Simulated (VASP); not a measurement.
# MgInBi4 (F-43m) in VASP: single point with r2SCAN

Aim: the single point of MgInBi4 with r2SCAN.

Program: VASP 6.6.1. These are calculated values, not measurements. Logs are shortened: lines on timing, memory, paths and dates and some standing lists are left out, and cuts for length are marked.

**1. The cell of the first run**

The structure is cubic, space group F-43m (No. 216). The conventional cell has a = 8.517 Å, b = 8.517 Å, c = 8.517 Å, α = 90.00°, β = 90.00°, γ = 90.00°. Bi (site symmetry 3m) has 6 Bi at 3.01 Å and 3 Mg at 3.53 Å and 3 In at 3.53 Å within 4.0 Å. Within 4.6 Å of Mg (site symmetry -43m) lie 12 Bi at 3.53 Å and 4 In at 3.69 Å. Within 4.6 Å of In (site symmetry -43m) lie 12 Bi at 3.53 Å and 4 Mg at 3.69 Å.

**2. Single point, r2SCAN**

The input, POSCAR:

```
MgInBi4
1.0
    0.0000000000      4.2585690000      4.2585690000
    4.2585690000      0.0000000000      4.2585690000
    4.2585690000      4.2585690000      0.0000000000
Bi Mg In
4 1 1
Direct
    0.6250000000      0.6250000000      0.6250000000
    0.1250000000      0.6250000000      0.6250000000
    0.6250000000      0.6250000000      0.1250000000
    0.6250000000      0.1250000000      0.6250000000
    0.0000000000      0.0000000000      0.0000000000
    0.2500000000      0.2500000000      0.2500000000
```

The input, INCAR.step1:

```
SYSTEM = MgInBi4
  PREC = Accurate
  ENCUT = 520
  ISMEAR = -1
  SIGMA = 0.1
  LREAL = .False.
  LASPH = .True.
  NELM = 60
  NBANDS = 46
  GGA = PE
  ALGO = Normal
  EDIFF = 1E-4
  LWAVE = .True.
  LCHARG = .False.
```

The input, INCAR.step2:

```
SYSTEM = MgInBi4
  PREC = Accurate
  ENCUT = 520
  EDIFF = 1E-6
  ISMEAR = -1
  SIGMA = 0.1
  LREAL = .False.
  LASPH = .True.
  NELM = 60
  ALGO = Normal
  ISIF = 2
  LWAVE = .False.
  LCHARG = .False.
  METAGGA = R2SCAN
  LMIXTAU = .True.
  NBANDS = 46
  ISTART = 1
```

The input, KPOINTS:

```
regular mesh
0
Gamma
  7 7 7
  0 0 0
```

Potentials or basis: VASP PAW PBE potentials, release 64 (Bi_d, Mg, In_d).

Launch:

```sh
$ cat potpaw_PBE.64/Bi_d/POTCAR potpaw_PBE.64/Mg/POTCAR potpaw_PBE.64/In_d/POTCAR > POTCAR
$ cp INCAR.step1 INCAR
$ mpirun -np 1 vasp_std > vasp.out
$ cp INCAR.step2 INCAR
$ mpirun -np 1 vasp_std > vasp.out
```

OUTCAR:

```text
SYSTEM = MgInBi4
   PREC = Accurate
   ENCUT = 520
   EDIFF = 1E-6
   ISMEAR = -1
   LREAL = .False.
   LASPH = .True.
   NELM = 60
   ISIF = 2
   METAGGA = R2SCAN
   ISTART = 1

 ion  position               nearest neighbor table
   1  0.625  0.625  0.625-   2 3.01   3 3.01   4 3.01   3 3.01   4 3.01   2 3.01   6 3.53   5 3.53
                             6 3.53   5 3.53   6 3.53   5 3.53
   2  0.125  0.625  0.625-   1 3.01   3 3.01   4 3.01   1 3.01   3 3.01   4 3.01   6 3.53   5 3.53
                             5 3.53   6 3.53   5 3.53   6 3.53
   3  0.625  0.625  0.125-   1 3.01   1 3.01   2 3.01   4 3.01   4 3.01   2 3.01   6 3.53   5 3.53
                             6 3.53   5 3.53   6 3.53   5 3.53
   4  0.625  0.125  0.625-   1 3.01   3 3.01   1 3.01   2 3.01   3 3.01   2 3.01   6 3.53   5 3.53
                             6 3.53   5 3.53   6 3.53   5 3.53
   5  0.000  0.000  0.000-   3 3.53   1 3.53   1 3.53   2 3.53   1 3.53   4 3.53   4 3.53   2 3.53
                             4 3.53   3 3.53   2 3.53   3 3.53   6 3.69   6 3.69   6 3.69   6 3.69
   6  0.250  0.250  0.250-   3 3.53   2 3.53   4 3.53   1 3.53   1 3.53   1 3.53   2 3.53   2 3.53
                             3 3.53   4 3.53   3 3.53   4 3.53   5 3.69   5 3.69   5 3.69   5 3.69

  LATTYP: Found a face centered cubic cell.
 ALAT       =     8.5171380000

  Lattice vectors:

 A1 = (   0.0000000000,   4.2585690000,   4.2585690000)
 A2 = (   4.2585690000,   0.0000000000,   4.2585690000)
 A3 = (   4.2585690000,   4.2585690000,   0.0000000000)

Analysis of symmetry for initial positions (statically):
=====================================================================
 Subroutine PRICEL returns:
 Original cell was already a primitive cell.

 Routine SETGRP: Setting up the symmetry group for a
 face centered cubic supercell.

 Subroutine GETGRP returns: Found 24 space group operations
 (whereof 24 operations were pure point group operations)
 out of a pool of 48 trial point group operations.

The static configuration has the point symmetry T_d .

Analysis of symmetry for dynamics (positions and initial velocities):
=====================================================================
 Subroutine PRICEL returns:
 Original cell was already a primitive cell.

 Routine SETGRP: Setting up the symmetry group for a
 face centered cubic supercell.

 Subroutine GETGRP returns: Found 24 space group operations
 (whereof 24 operations were pure point group operations)
 out of a pool of 48 trial point group operations.

The dynamic configuration has the point symmetry T_d .

 Subroutine INISYM returns: Found 24 space group operations
 (whereof 24 operations are pure point group operations),
 and found     1 'primitive' translations

----------------------------------------------------------------------------------------

                                     Primitive cell

  volume of cell :     154.4618

  direct lattice vectors                    reciprocal lattice vectors
     0.000000000  4.258569000  4.258569000    -0.117410332  0.117410332  0.117410332
     4.258569000  0.000000000  4.258569000     0.117410332 -0.117410332  0.117410332
     4.258569000  4.258569000  0.000000000     0.117410332  0.117410332 -0.117410332

  length of vectors
     6.022526036  6.022526036  6.022526036     0.203360660  0.203360660  0.203360660

  position of ions in fractional coordinates (direct lattice)
     0.625000000  0.625000000  0.625000000
     0.125000000  0.625000000  0.625000000
     0.625000000  0.625000000  0.125000000
     0.625000000  0.125000000  0.625000000
     0.000000000  0.000000000  0.000000000
     0.250000000  0.250000000  0.250000000

  ion indices of the primitive-cell ions
   primitive index   ion index
                 1           1
                 2           2
                 3           3
                 4           4
                 5           5
                 6           6

----------------------------------------------------------------------------------------

 KPOINTS: regular mesh

Automatic generation of k-mesh.
 Grid dimensions read from file:
 generate k-points for:    7    7    7

 Generating k-lattice:

  Cartesian coordinates                     Fractional coordinates (reciprocal lattice)
    -0.016772905  0.016772905  0.016772905     0.142857143  0.000000000  0.000000000
     0.016772905 -0.016772905  0.016772905     0.000000000  0.142857143  0.000000000
     0.016772905  0.016772905 -0.016772905     0.000000000  0.000000000  0.142857143

  Length of vectors
     0.029051523  0.029051523  0.029051523

  Shift w.r.t. Gamma in fractional coordinates (k-lattice)
     0.000000000  0.000000000  0.000000000

 Subroutine IBZKPT returns following result:
 ===========================================

 Found     20 irreducible k-points:

 Following reciprocal coordinates:
            Coordinates               Weight
  0.000000  0.000000  0.000000      1.000000
  0.142857  0.000000  0.000000      8.000000
  0.285714  0.000000  0.000000      8.000000
  0.428571  0.000000  0.000000      8.000000
  0.142857  0.142857  0.000000      6.000000
  0.285714  0.142857  0.000000     24.000000
[... 12 lines left out ...]
 -0.428571  0.428571  0.142857     24.000000
 -0.285714  0.428571  0.142857     24.000000
   k-points           NKPTS =     20   k-points in BZ     NKDIM =     20   number of bands    NBANDS=     46
   number of dos      NEDOS =    301   number of ions     NIONS =      6
   total plane-waves  NPLWV = 110592
   dimension x,y,z NGX =    48 NGY =   48 NGZ =   48
   dimension x,y,z NGXF=    96 NGYF=   96 NGZF=   96
   ions per type =               4   1   1
   NGX,Y,Z   is equivalent  to a cutoff of  13.25, 13.25, 13.25 a.u.
   NGXF,Y,Z  is equivalent  to a cutoff of  26.50, 26.50, 26.50 a.u.
 SYSTEM =  MgInBi4
   PREC   = accura    normal or accurate (medium, high low for compatibility)
   ISTART =      1    job   : 0-new  1-cont  2-samecut
   ICHARG =      0    charge: 1-file 2-atom 10-const
   ISPIN  =      1    spin polarized calculation?
   LNONCOLLINEAR =      F non collinear calculations
   LSORBIT =      F    spin-orbit coupling
   LASPH  =      T    aspherical Exc in radial PAW
   ENCUT  =  520.0 eV  38.22 Ry    6.18 a.u.  11.20 11.20 11.20*2*pi/ulx,y,z
   NELM   =     60;   NELMIN=  2; NELMDL=  0     # of ELM steps
   EDIFF  = 0.1E-05   stopping-criterion for ELM
   LREAL  =      F    real-space projection
   EDIFFG = 0.1E-04   stopping-criterion for IOM
   NSW    =      0    number of steps for IOM
   IBRION =     -1    ionic relax: 0-MD 1-quasi-New 2-CG
   NFREE  =      0    steps in history (QN), initial steepest desc. (CG)
   ISIF   =      2    stress and relaxation
   ISYM   =      2    0-nonsym 1-usesym 2-fastsym
   POTIM  = 0.5000    time-step for ionic-motion
   TEBEG  =    0.0;   TEEND  =   0.0 temperature during run
   PSTRESS=    0.0 pullay stress
   NELECT =      75.0000    total number of electrons
   NUPDOWN=      -1.0000    fix difference up-down
   EMIN   =  10.00;   EMAX   =-10.00  energy-range for DOS
   EFERMI =   0.00;   METHOD = LEGACY
   ISMEAR =    -1;   SIGMA  =   0.10  broadening in eV -4-tet -1-fermi 0-gaus
   EFERMI_NEDOS =   21; number of points for ismear=-14 and -15
   IALGO  =     38    algorithm
   IMIX   =      4    mixing-type and parameters
     AMIX     =   0.40;   BMIX     =  1.00
     AMIX_MAG =   1.60;   BMIX_MAG =  1.00
  volume/ion in A,a.u.               =      25.74       173.73
  Fermi-wavevector in a.u.,A,eV,Ry     =   1.286732  2.431572 22.526897  1.655680
  Thomas-Fermi vector in A             =   2.418789
   LORBIT       =      0    0 simple, 1 ext, 2 COOP (PROOUT), +10 PAW based schemes
   METAGGA = R2SCAN    functional components
   LHFCALC =     F    Hartree Fock is set to
   AEXX    =    0.0000 exact exchange contribution
   IVDW    =     0    specifies the selected vdW correction
   LEPSILON=     F    determine dielectric tensor
   LRPA    =     F    only Hartree local field effects (RPA)
 non-spin polarized calculation
  energy-cutoff  :      520.00
  volume of cell :      154.46
 maximum number of plane-waves:      4176
 NGX is ok and might be reduce to    48
   NGX = 23   NGY = 23   NGZ = 23

 number of electron      75.0000021 magnetization

 Free energy of the ion-electron system (eV)
  ---------------------------------------------------
  ext. energy  EPLUGINS =         0.00000000
  ---------------------------------------------------
  free energy    TOTEN  =      -257.06267134 eV

  energy without entropy =     -256.97347244  energy(sigma->0) =     -257.01807189

 E-fermi :   8.7533     XC(G=0): -11.3419

 val. band max:        8.7323360337   @ k =   0.0000   0.0000   0.0000
 cond. band min:       8.7897317791   @ k =   0.2857   0.2857   0.0000
 fundamental gap:      0.0573957454
 Fermi energy:         8.7533190392

 k-point     1 :       0.0000    0.0000    0.0000
  band No.  band energies     occupation
      1     -15.7610      2.00000
      2     -15.5342      2.00000
      3     -15.5342      2.00000
      4     -15.5342      2.00000
      5     -15.5064      2.00000
      6     -15.5064      2.00000
[... 38 lines left out ...]
     45      13.2567      0.00000
     46      13.2567      0.00000

 k-point     2 :       0.1429    0.0000    0.0000
  band No.  band energies     occupation
      1     -15.7364      2.00000
      2     -15.5256      2.00000
      3     -15.5213      2.00000
      4     -15.5213      2.00000
      5     -15.4838      2.00000
      6     -15.4838      2.00000
[... 38 lines left out ...]
     45      13.2519      0.00000
     46      13.3157      0.00000

 k-point     3 :       0.2857    0.0000    0.0000
  band No.  band energies     occupation
      1     -15.6815      2.00000
      2     -15.5111      2.00000
      3     -15.5111      2.00000
      4     -15.4901      2.00000
      5     -15.3961      2.00000
      6     -15.3961      2.00000
[... 822 lines left out ...]
     45      12.7932      0.00000
     46      13.2024      0.00000

 k-point    20 :      -0.2857    0.4286    0.1429
  band No.  band energies     occupation
      1     -15.5222      2.00000
      2     -15.4457      2.00000
      3     -15.4401      2.00000
      4     -15.4176      2.00000
      5     -15.3172      2.00000
      6     -15.2625      2.00000
[... 38 lines left out ...]
     45      12.7839      0.00000
     46      13.2804      0.00000

------------------------ aborting loop because EDIFF is reached ----------------------------------------

  FORCE on cell =-STRESS in cart. coord.  units (eV):
  Direction    XX          YY          ZZ          XY          YZ          ZX
  --------------------------------------------------------------------------------------
  -------------------------------------------------------------------------------------
  Total       17.8720663     17.8720663     17.8720663      0.0000000      0.0000000     -0.0000000
  in kB      185.3806018    185.3806018    185.3806018      0.0000000      0.0000000     -0.0000000
  external PRESSURE =     185.3806018 kB  Pullay stress =       0.0000000 kB

 VOLUME and BASIS-vectors are now :
 -----------------------------------------------------------------------------
  energy-cutoff  :      520.00
  volume of cell :      154.46
      direct lattice vectors                 reciprocal lattice vectors
     0.000000000  4.258569000  4.258569000    -0.117410332  0.117410332  0.117410332
     4.258569000  0.000000000  4.258569000     0.117410332 -0.117410332  0.117410332
     4.258569000  4.258569000  0.000000000     0.117410332  0.117410332 -0.117410332

 POSITION                                       TOTAL-FORCE (eV/Angst)
 -----------------------------------------------------------------------------------
      5.32321      5.32321      5.32321        -0.039004     -0.039004     -0.039004
      5.32321      3.19393      3.19393        -0.039004      0.039004      0.039004
      3.19393      3.19393      5.32321         0.039004      0.039004     -0.039004
      3.19393      5.32321      3.19393         0.039004     -0.039004      0.039004
      0.00000      0.00000      0.00000        -0.000000     -0.000000     -0.000000
      2.12928      2.12928      2.12928        -0.000000     -0.000000     -0.000000
 -----------------------------------------------------------------------------------
    total drift:                               -0.000000     -0.000000     -0.000000

  FREE ENERGIE OF THE ION-ELECTRON SYSTEM (eV)
  ---------------------------------------------------
  free  energy   TOTEN  =      -257.0626713396 eV

  energy  without entropy=     -256.9734724364  energy(sigma->0) =     -257.01807189
```

It took 7.6 min on 1 thread of Intel Xeon Platinum 8488C (Sapphire Rapids), shared host; peak memory 0.44 GiB.

What came out:

| Item | Value |
| --- | --- |
| Free energy | -257.0627 eV |
| Pressure | 18.5 GPa |
| Band gap on the k mesh | zero (an odd number of electrons rules out a gap without spin polarisation) |

Levels at points of the mesh, in eV from the Fermi level:
```csv
k point,band 34,band 35,band 36,band 37,band 38,band 39,band 40,band 41
"(0.00, 0.00, 0.00)",-4.83,-3.16,-3.16,-0.32,-0.02,-0.02,-0.02,4.33
```

Caveat: the cell stands under pressure; the PAW data sets were made with another functional, which shifts forces and pressure a little; spin-orbit coupling is left out, which moves the levels of the heavy elements.
